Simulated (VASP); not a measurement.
Set up this calculation in VASP 6.6.1, as the native input.

- Task: single point
- Functional: PBEsol
- Potentials or basis: VASP PAW PBE potentials, release 64 (Mo_sv, S)
- Cutoff: 520 eV
- k mesh: 12 × 12 × 2
- Occupations: gaussian, width 0.05 eV
- Spin: no spin polarisation
- Dipole correction: no
- Further INCAR settings: ALGO = Normal; EDIFF = 1e-06; NBANDS = 35

The structure of MoS2 lies in POSCAR:

```
MoS2
1.0
    3.1414322073      0.0000000000      0.0000000000
   -1.5707161036      2.6389432929      0.0000000000
    0.0000000000      0.0000000000     12.5788196111
Mo S
2 4
Direct
    0.3333333333      0.6666666667      0.2500000000
    0.6666666667      0.3333333333      0.7500000000
    0.3333333333      0.6666666667      0.6260538431
    0.6666666667      0.3333333333      0.1260538431
    0.3333333333      0.6666666667      0.8739461569
    0.6666666667      0.3333333333      0.3739461569
```

This cell differs from its parent crystal: strain -0.0300 x Voigt [0, 1, 0, 0, 0, 0].

These files were run (other wordings do the same):

INCAR

```
SYSTEM = MoS2
  PREC = Accurate
  ENCUT = 520
  EDIFF = 1E-6
  ISMEAR = 0
  SIGMA = 0.05
  LREAL = .False.
  LASPH = .True.
  NELM = 60
  ALGO = Normal
  ISIF = 2
  LWAVE = .False.
  LCHARG = .True.
  GGA = PS
  LELF = .True.
  LVHAR = .True.
  NBANDS = 35
```

KPOINTS

```
regular mesh
0
Gamma
  12 12 2
  0 0 0
```

Potentials or basis: VASP PAW PBE potentials, release 64 (Mo_sv, S).

The run is started by

```bash
$ cat potpaw_PBE.64/Mo_sv/POTCAR potpaw_PBE.64/S/POTCAR > POTCAR
$ mpirun -np 1 vasp_std > vasp.out
```

Results of the run:

| Quantity | Value |
| --- | --- |
| Pressure | 4.9 GPa |
| Largest force | 0.357 eV/Å |
| Band gap on the k mesh | 1.05 eV (least direct gap 1.90 eV) |

Caveat: the cell differs from its parent crystal (strain -0.0300 x Voigt [0, 1, 0, 0, 0, 0]); the cell stands under pressure; the PAW data sets were made with another functional, which shifts forces and pressure a little; this functional lacks dispersion, which binds the layers, so the pressure and a relaxed spacing across them are unreliable.

It took 5.6 min on 1 thread of Intel Xeon 8259CL, on a shared host, peak memory 0.39 GiB.
